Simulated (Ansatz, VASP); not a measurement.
# CdS in VASP and in Ansatz

```
CELL_PARAMETERS angstrom
4.16418 0.00000 0.00000
-2.08209 3.60629 0.00000
0.00000 0.00000 6.76536
ATOMIC_POSITIONS crystal
Cd 0.33333 0.66667 0.99903
Cd 0.66667 0.33333 0.49903
S 0.33333 0.66667 0.37597
S 0.66667 0.33333 0.87597
```

Alike in both runs: functional r2SCAN; k mesh 6 × 6 × 4; occupations gaussian, width 0.02 eV; no spin polarisation.

Ansatz relaxed the structure, and its values are those at the end. VASP's run is a single point on that final structure, the one shown.

|  | VASP | Ansatz |
| --- | --- | --- |
| version | VASP 6.6.1 | Ansatz 0.2.0 |
| potentials or method | VASP PAW PBE potentials, release 64 (Cd, S), cutoff 520 eV | scalar-relativistic, plane waves, PAW |
| valence electrons in the cell | 36 | 52 |

Ansatz gave:

| Item | Value |
| --- | --- |
| gap on the k mesh at the Fermi level (eV) | 1.63 |
| least direct gap on the mesh (eV) | 1.63 |
| pressure (GPa) | 0.0 |

Problem. Estimate VASP's values.

Solution. gap on the k mesh at the Fermi level (eV): 1.63; least direct gap on the mesh (eV): 1.63; pressure (GPa): 0.3.

VASP's potentials were made for PBE, not for r2SCAN. The functional is the same, so the differences come from potentials, cutoffs and numerics. VASP's potentials hold 36 valence electrons a cell and Ansatz's 52, so a difference there can come from the potentials and not from the codes.
